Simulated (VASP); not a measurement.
# CdO (Fm-3m) in VASP: further runs

The runs below take CdO through single point, with PBEsol.

Everything below comes from runs of VASP 6.6.1. Logs are shortened: lines on timing, memory, paths and dates and some standing lists are left out, and cuts for length are marked.

**1. The cell of the first run**

Symmetry: Fm-3m, No. 225, cubic system. The conventional cell has a = 4.856 Å, b = 4.856 Å, c = 4.856 Å, α = 90.00°, β = 90.00°, γ = 90.00°. Cd (site symmetry m-3m) has 6 O at 2.43 Å within 3.2 Å. Within 3.2 Å of O (site symmetry m-3m) lie 6 Cd at 2.43 Å.

**2. Single point, PBEsol (Se replaced by O, lengths x 0.877, strained)**

The input, INCAR:

```
SYSTEM = CdO
PREC = Accurate
ENCUT = 600
EDIFF = 1E-6
ISMEAR = 0
SIGMA = 0.1
LREAL = .FALSE.
LASPH = .TRUE.
NELM = 120
ALGO = Normal
ISIF = 2
LWAVE = .FALSE.
LCHARG = .FALSE.
GGA = PS
NBANDS = 16
GGA_COMPAT = .FALSE.
```

The input, KPOINTS:

```
regular mesh
0
G
  6 6 6
  0 0 0
```

The input, POSCAR:

```
CdO
1.0
    0.0000000000      2.4278076340      2.4278076340
    2.4278076340      0.0000000000      2.4278076340
    2.4278076340      2.4278076340      0.0000000000
Cd O
1 1
Direct
    0.0000000000      0.0000000000      0.0000000000
    0.5000000000      0.5000000000      0.5000000000
```

Potentials or basis: VASP PAW PBE potentials, release 64 (Cd, O).

Launch:

```
$ cat potpaw_PBE.64/Cd/POTCAR potpaw_PBE.64/O/POTCAR > POTCAR
$ mpirun -np 1 vasp_std > vasp.out
```

OUTCAR:

```text
SYSTEM = CdO
   PREC = Accurate
   ENCUT = 600
   EDIFF = 1E-6
   ISMEAR = 0
   LREAL = .FALSE.
   LASPH = .TRUE.
   NELM = 120
   ISIF = 2
   GGA = PS

 ion  position               nearest neighbor table
   1  0.000  0.000  0.000-   2 2.43   2 2.43   2 2.43   2 2.43   2 2.43   2 2.43
   2  0.500  0.500  0.500-   1 2.43   1 2.43   1 2.43   1 2.43   1 2.43   1 2.43

  LATTYP: Found a face centered cubic cell.
 ALAT       =     4.8556152680

  Lattice vectors:

 A1 = (   0.0000000000,   2.4278076340,   2.4278076340)
 A2 = (   2.4278076340,   0.0000000000,   2.4278076340)
 A3 = (   2.4278076340,   2.4278076340,   0.0000000000)

Analysis of symmetry for initial positions (statically):
=====================================================================
 Subroutine PRICEL returns:
 Original cell was already a primitive cell.

 Routine SETGRP: Setting up the symmetry group for a
 face centered cubic supercell.

 Subroutine GETGRP returns: Found 48 space group operations
 (whereof 48 operations were pure point group operations)
 out of a pool of 48 trial point group operations.

The static configuration has the point symmetry O_h .

Analysis of symmetry for dynamics (positions and initial velocities):
=====================================================================
 Subroutine PRICEL returns:
 Original cell was already a primitive cell.

 Routine SETGRP: Setting up the symmetry group for a
 face centered cubic supercell.

 Subroutine GETGRP returns: Found 48 space group operations
 (whereof 48 operations were pure point group operations)
 out of a pool of 48 trial point group operations.

The dynamic configuration has the point symmetry O_h .

 Subroutine INISYM returns: Found 48 space group operations
 (whereof 48 operations are pure point group operations),
 and found     1 'primitive' translations

----------------------------------------------------------------------------------------

                                     Primitive cell

  volume of cell :      28.6202

  direct lattice vectors                    reciprocal lattice vectors
     0.000000000  2.427807634  2.427807634    -0.205947124  0.205947124  0.205947124
     2.427807634  0.000000000  2.427807634     0.205947124 -0.205947124  0.205947124
     2.427807634  2.427807634  0.000000000     0.205947124  0.205947124 -0.205947124

  length of vectors
     3.433438483  3.433438483  3.433438483     0.356710883  0.356710883  0.356710883

  position of ions in fractional coordinates (direct lattice)
[... 70 lines left out ...]
   EDIFF  = 0.1E-05   stopping-criterion for ELM
   LREAL  =      F    real-space projection
   EDIFFG = 0.1E-04   stopping-criterion for IOM
   NSW    =      0    number of steps for IOM
   IBRION =     -1    ionic relax: 0-MD 1-quasi-New 2-CG
   NFREE  =      0    steps in history (QN), initial steepest desc. (CG)
   ISIF   =      2    stress and relaxation
   ISYM   =      2    0-nonsym 1-usesym 2-fastsym
   POTIM  = 0.5000    time-step for ionic-motion
   TEBEG  =    0.0;   TEEND  =   0.0 temperature during run
   PSTRESS=    0.0 pullay stress
   NELECT =      18.0000    total number of electrons
   NUPDOWN=      -1.0000    fix difference up-down
   EMIN   =  10.00;   EMAX   =-10.00  energy-range for DOS
   EFERMI =   0.00;   METHOD = LEGACY
   ISMEAR =     0;   SIGMA  =   0.10  broadening in eV -4-tet -1-fermi 0-gaus
   EFERMI_NEDOS =   21; number of points for ismear=-14 and -15
   IALGO  =     38    algorithm
   IMIX   =      4    mixing-type and parameters
     AMIX     =   0.40;   BMIX     =  1.00
     AMIX_MAG =   1.60;   BMIX_MAG =  1.00
  volume/ion in A,a.u.               =      14.31        96.57
  Fermi-wavevector in a.u.,A,eV,Ry     =   1.402624  2.650576 26.767493  1.967355
  Thomas-Fermi vector in A             =   2.525368
   LORBIT       =      0    0 simple, 1 ext, 2 COOP (PROOUT), +10 PAW based schemes
   GGA     = PS    functional components
   LHFCALC =     F    Hartree Fock is set to
   AEXX    =    0.0000 exact exchange contribution
   IVDW    =     0    specifies the selected vdW correction
   LEPSILON=     F    determine dielectric tensor
   LRPA    =     F    only Hartree local field effects (RPA)
 non-spin polarized calculation
 Gauss-broadening in eV      SIGMA  =   0.10
  energy-cutoff  :      600.00
  volume of cell :       28.62
 maximum number of plane-waves:       982
   NGX = 13   NGY = 13   NGZ = 13

 number of electron      18.0000002 magnetization

 Free energy of the ion-electron system (eV)
  ---------------------------------------------------
  ext. energy  EPLUGINS =         0.00000000
  ---------------------------------------------------
  free energy    TOTEN  =        -8.41538467 eV

  energy without entropy =       -8.41406968  energy(sigma->0) =       -8.41472717

 E-fermi :   1.0965     XC(G=0): -11.4170

 val. band max:        1.0029240600   @ k =   0.5000   0.0000   0.0000
 cond. band min:       2.2800839117   @ k =   0.1667   0.0000   0.0000
 fundamental gap:      1.2771598517
 Fermi energy:         1.0964666017

 k-point     1 :       0.0000    0.0000    0.0000
  band No.  band energies     occupation
      1     -15.6456      2.00000
      2      -5.5067      2.00000
      3      -5.5067      2.00000
      4      -5.5067      2.00000
      5      -5.2621      2.00000
      6      -5.2621      2.00000
[... 281 lines left out ...]
      3      -5.4649      2.00000
      4      -5.3310      2.00000
      5      -4.9518      2.00000
      6      -4.8176      2.00000
[... 8 lines left out ...]
     15      21.2902      0.00000
     16      23.7781      0.00000

------------------------ aborting loop because EDIFF is reached ----------------------------------------

  FORCE on cell =-STRESS in cart. coord.  units (eV):
  Direction    XX          YY          ZZ          XY          YZ          ZX
  --------------------------------------------------------------------------------------
  -------------------------------------------------------------------------------------
  Total       -1.9630100     -1.9630100     -1.9630100     -0.0000000      0.0000000     -0.0000000
  in kB     -109.8905347   -109.8905347   -109.8905347     -0.0000000      0.0000000     -0.0000000
  external PRESSURE =    -109.8905347 kB  Pullay stress =       0.0000000 kB

 VOLUME and BASIS-vectors are now :
 -----------------------------------------------------------------------------
  energy-cutoff  :      600.00
  volume of cell :       28.62
      direct lattice vectors                 reciprocal lattice vectors
     0.000000000  2.427807634  2.427807634    -0.205947124  0.205947124  0.205947124
     2.427807634  0.000000000  2.427807634     0.205947124 -0.205947124  0.205947124
     2.427807634  2.427807634  0.000000000     0.205947124  0.205947124 -0.205947124

 POSITION                                       TOTAL-FORCE (eV/Angst)
 -----------------------------------------------------------------------------------
      0.00000      0.00000      0.00000         0.000000      0.000000      0.000000
      2.42781      2.42781      2.42781         0.000000      0.000000     -0.000000
 -----------------------------------------------------------------------------------
    total drift:                                0.000000      0.000000      0.000000

  FREE ENERGIE OF THE ION-ELECTRON SYSTEM (eV)
  ---------------------------------------------------
  free  energy   TOTEN  =        -8.4153846673 eV

  energy  without entropy=       -8.4140696765  energy(sigma->0) =       -8.41472717
```

OSZICAR:

```text
N       E                     dE             d eps       ncg     rms          rms(c)
DAV:   1     0.123792865936E+03    0.12379E+03   -0.11469E+04   544   0.129E+03
DAV:   2    -0.611088119715E+01   -0.12990E+03   -0.11695E+03   568   0.301E+02
DAV:   3    -0.100163235289E+02   -0.39054E+01   -0.38958E+01   648   0.566E+01
DAV:   4    -0.100273427434E+02   -0.11019E-01   -0.11019E-01   592   0.286E+00
DAV:   5    -0.100273747914E+02   -0.32048E-04   -0.32048E-04   656   0.142E-01    0.873E+00
DAV:   6    -0.854536102833E+01    0.14820E+01   -0.48957E+00   696   0.357E+01    0.789E+00
DAV:   7    -0.844248295955E+01    0.10288E+00   -0.61562E-01   536   0.726E+00    0.384E+00
DAV:   8    -0.841831754409E+01    0.24165E-01   -0.12596E-01   528   0.300E+00    0.580E-01
DAV:   9    -0.841549783634E+01    0.28197E-02   -0.60247E-03   592   0.692E-01    0.169E-01
DAV:  10    -0.841535120928E+01    0.14663E-03   -0.14304E-03   560   0.327E-01    0.544E-02
DAV:  11    -0.841538560295E+01   -0.34394E-04   -0.31000E-05   584   0.476E-02    0.137E-02
DAV:  12    -0.841538466730E+01    0.93564E-06   -0.17638E-06   528   0.130E-02
   1 F= -.84153847E+01 E0= -.84147272E+01  d E =-.131499E-02
```

stdout:

```text
POSCAR found type information on POSCAR CdO
 POSCAR found :  2 types and       2 ions
 scaLAPACK will be used
 -----------------------------------------------------------------------------
|                                                                             |
|                                                                             |
|     You enforced a specific xc type in the INCAR file but a different       |
|     I HOPE YOU KNOW WHAT YOU ARE DOING!                                     |
|                                                                             |
 -----------------------------------------------------------------------------

 LDA part: xc-table for (Slater+PW92), standard interpolation
 POSCAR, INCAR and KPOINTS ok, starting setup
 FFT: planning ... GRIDC
 FFT: planning ... GRID_SOFT
 FFT: planning ... GRID
 WAVECAR not read
 entering main loop
```

It took 10 s on 1 thread of Intel Xeon Platinum 8259CL at 2.50GHz (Skylake/Cascade Lake), shared host; peak memory 0.15 GiB.

What came out:

- Free energy: -8.4154 eV
- Pressure: -11.0 GPa
- Band gap on the k mesh: zero (bands 9 and 10 overlap by 0.70 eV)

Caveat: the k points lie up to 0.37 Å⁻¹ apart, too coarse for converged energies and pressures of a metal; the cell differs from its parent crystal (Se replaced by O, lengths x 0.877, strained); semilocal functionals underestimate gaps, and a narrow one can read as zero; the PAW data sets were made with another functional, which shifts forces and pressure a little.

**3. Single point, PBEsol (Se replaced by O, lengths x 0.877, strained)**

The input, INCAR:

```
PREC     = Accurate       # precision mode
ENCUT    = 600            # plane-wave cutoff, eV
EDIFF    = 1E-6           # SCF threshold, eV
ISMEAR   = 0              # smearing method
SIGMA    = 0.1            # smearing width, eV
LREAL    = False          # projectors in reciprocal space
LASPH    = True           # aspherical terms in the spheres
NELM     = 120            # most SCF steps
ALGO     = Normal         # electronic algorithm
ISIF     = 2              # what is computed and relaxed
LWAVE    = False          # write WAVECAR
LCHARG   = False          # write CHGCAR
GGA      = PS             # functional
NBANDS   = 16             # bands
GGA_COMPAT= False
```

The input, KPOINTS:

```
Automatic mesh
0
Gamma
  16 16 16
```

POSCAR is that of step 2.

Potentials or basis: VASP PAW PBE potentials, release 64 (Cd, O).

Launch:

```
$ cat potpaw_PBE.64/Cd/POTCAR potpaw_PBE.64/O/POTCAR > POTCAR
$ mpirun -np 1 vasp_std > vasp.out
```

Wall time 69 s (1 thread of Intel Xeon Platinum 8259CL at 2.50GHz (Skylake/Cascade Lake), shared host); peak memory 0.21 GiB.

Results (log left out):

```yaml
Free_energy: -8.4138 eV
Pressure: -11.0 GPa
Band_gap_on_the_k_mesh: zero (bands 9 and 10 overlap by 0.70 eV)
```

Levels at points of the mesh, in eV from the Fermi level:
| k point | band 5 | band 6 | band 7 | band 8 | band 9 | band 10 | band 11 | band 12 | band 13 | band 14 |
| --- | --- | --- | --- | --- | --- | --- | --- | --- | --- | --- |
| (0.00, 0.00, 0.00) | -6.34 | -6.34 | -1.09 | -1.09 | -1.09 | -0.78 | 14.53 | 16.14 | 16.14 | 16.14 |
| (0.50, 0.00, 0.00) | -6.14 | -6.14 | -3.67 | -0.07 | -0.07 | 4.16 | 6.50 | 11.23 | 11.23 | 16.53 |
| (0.50, 0.50, 0.00) | -6.03 | -5.83 | -3.82 | -1.98 | -1.98 | 3.30 | 7.95 | 10.63 | 12.34 | 12.34 |

Caveat: the cell differs from its parent crystal (Se replaced by O, lengths x 0.877, strained); the cell stands under tension; semilocal functionals underestimate gaps, and a narrow one can read as zero; the PAW data sets were made with another functional, which shifts forces and pressure a little.

The gap in the log of VASP goes by the Fermi energy; the results here count the filled bands.